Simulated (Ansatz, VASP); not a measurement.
**Two plane-wave programs on Sn3GeO4**

```
CELL_PARAMETERS angstrom
-0.02475 -0.10516 5.73238
5.18050 -0.04006 -0.00173
-0.03672 5.54864 -0.10181
ATOMIC_POSITIONS crystal
Sn 0.22239 0.94340 0.54501
Sn 0.21773 0.44861 0.97776
Sn 0.77188 0.43960 0.45522
Ge 0.79978 0.94034 0.04114
O 0.91033 0.80612 0.35118
O 0.09578 0.31942 0.62630
O 0.07467 0.81781 0.87925
O 0.90743 0.28470 0.12414
```

Change from the starting cell: cell x1, atoms moved at random (sigma 0.1 Å) and cell strained at random (1.5 %), then relaxed without symmetry.

Alike in both runs: functional PBE; k mesh 4 × 4 × 4; occupations gaussian, width 0.1 eV; no spin polarisation.

Ansatz relaxed the structure, and its values are those at the end. VASP's run is a single point on that final structure, the one shown.

|  | VASP | Ansatz |
| --- | --- | --- |
| version | VASP 6.6.1 | Ansatz 0.2.0 |
| potentials or method | VASP PAW PBE potentials, release 64 (Sn_d, Ge_d, O), cutoff 520 eV | scalar-relativistic, plane waves, PAW |
| valence electrons in the cell | 80 | 80 |

Ansatz gave:

- gap on the k mesh at the Fermi level (eV): 1.72
- least direct gap on the mesh (eV): 1.76
- pressure (GPa): 0.0
- rms of the force components (eV/Å): 0.004

What did VASP give for the same quantities?

gap on the k mesh at the Fermi level (eV): 1.71; least direct gap on the mesh (eV): 1.75; pressure (GPa): 0.2; rms of the force components (eV/Å): 0.034.
